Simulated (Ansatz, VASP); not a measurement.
CrPd3: VASP beside Ansatz

```
CELL_PARAMETERS angstrom
3.99199 0.00000 0.00000
0.00000 3.99199 0.00000
0.00000 0.00000 3.99199
ATOMIC_POSITIONS crystal
Cr 0.00000 0.00000 0.00000
Pd 0.00000 0.50000 0.50000
Pd 0.50000 0.00000 0.50000
Pd 0.50000 0.50000 0.00000
```

Alike in both runs: task single point; functional LDA; k mesh 6 × 6 × 6; collinear spin.

|  | VASP | Ansatz |
| --- | --- | --- |
| version | VASP 6.6.1 | Ansatz 0.2.0 |
| potentials or method | VASP PAW LDA potentials, release 64 (Cr_pv, Pd), cutoff 520 eV | plane waves, PAW |
| occupations | fermi-dirac, width 0.1 eV | fermi-dirac |
| valence electrons in the cell | 42 | 68 |

```csv
,VASP,Ansatz,Ansatz less VASP
net moment per atom (μB),0.70,0.71,+0.012
size of the moment on the site where the two differ most (μB),2.86,2.93,+0.065
```

LDA's correlation is that of Perdew and Zunger in VASP and of Perdew and Wang (1992) in Ansatz. Site moments also hang on the region over which each program counts them. VASP's potentials hold 42 valence electrons a cell and Ansatz's 68, so a difference there can come from the potentials and not from the codes.
